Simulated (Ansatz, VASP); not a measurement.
Fe: VASP beside Ansatz

```
Fe
1.0
     0.00000    1.70253    1.70253
     1.70253    0.00000    1.70253
     1.70253    1.70253    0.00000
Fe
1
Direct
  0.50000 0.50000 0.50000
```

Alike in both runs: functional PBEsol; k mesh 28 × 28 × 28; occupations gaussian, width 0.1 eV; no spin polarisation.

Ansatz relaxed the structure, and its values are those at the end. VASP's run is a single point on that final structure, the one shown.

```csv
,VASP,Ansatz
version,VASP 6.6.1,Ansatz 0.2.0
potentials or method,"VASP PAW PBE potentials, release 64 (Fe), cutoff 520 eV","scalar-relativistic, plane waves, PAW"
valence electrons in the cell,8,16
```

Ansatz gave:

| Quantity | Value |
| --- | --- |
| gap on the k mesh at the Fermi level (eV) | none |
| pressure (GPa) | 0.0 |

**Question.** Which values does VASP return?

**Answer.** gap on the k mesh at the Fermi level (eV): none; pressure (GPa): -0.4.

VASP's potentials were made for PBE, not for PBEsol. A gap of «none» marks a metal or a gap that the smearing closes. With one functional, cell and mesh, what is left measures potentials, basis and numerics. VASP's potentials hold 8 valence electrons a cell and Ansatz's 16, so a difference there can come from the potentials and not from the codes.
